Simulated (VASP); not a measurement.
A run of VASP 6.6.1 is set up as follows.

Contents of INCAR:

```
SYSTEM = Sn
PREC = Accurate
ENCUT = 520
EDIFF = 1E-7
ISMEAR = -1
SIGMA = 0.15
LREAL = .False.
LASPH = .True.
NELM = 80
ALGO = Normal
ISIF = 2
LWAVE = .False.
LCHARG = .False.
GGA = PS
NBANDS = 13
```

Contents of KPOINTS:

```
Automatic mesh
0
Gamma
  12 12 12
  0 0 0
```

POSCAR

```
Sn
1.0
   -1.8693419366      1.8693419366      1.8693419366
    1.8693419366     -1.8693419366      1.8693419366
    1.8693419366      1.8693419366     -1.8693419366
Sn
1
Direct
    0.0000000000      0.0000000000      0.0000000000
```

Potentials or basis: VASP PAW PBE potentials, release 64 (Sn_d).

Command:

```console
$ cat potpaw_PBE.64/Sn_d/POTCAR > POTCAR
$ mpirun -np 1 vasp_std > vasp.out
```

(1) Predict the band gap on the k mesh.

(2) What does it give for the pressure?

## Answers

(1) zero (bands 7 and 8 overlap by 10.92 eV).

(2) -0.1 GPa.

Caveat: the PAW data sets were made with another functional, which shifts forces and pressure a little; spin-orbit coupling is left out, which moves the levels of the heavy elements.
